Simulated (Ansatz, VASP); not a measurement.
## Be in VASP and in Ansatz

```
Be
1.0
    -1.25312    1.25312    1.25312
     1.25312   -1.25312    1.25312
     1.25312    1.25312   -1.25312
Be
1
Direct
  0.00000 0.00000 0.00000
```

Alike in both runs: task electric field gradients; functional PBEsol; k mesh 23 × 23 × 23; occupations fermi-dirac, width 0.03 eV; no spin polarisation.

|  | VASP | Ansatz |
| --- | --- | --- |
| version | VASP 6.6.1 | Ansatz 0.2.0 |
| potentials or method | VASP PAW PBE potentials, release 64 (Be) | PAW with Ansatz's default frozen-core files, scalar-relativistic |
| plane-wave cutoff (eV) | 520 | 420 |
| valence electrons in the cell | 2 | 2 |

|  | VASP | Ansatz | Ansatz less VASP |
| --- | --- | --- | --- |
| pressure (GPa) | -1.6 | -2.0 | -0.36 |

VASP's potentials were made for PBE, not for PBEsol.
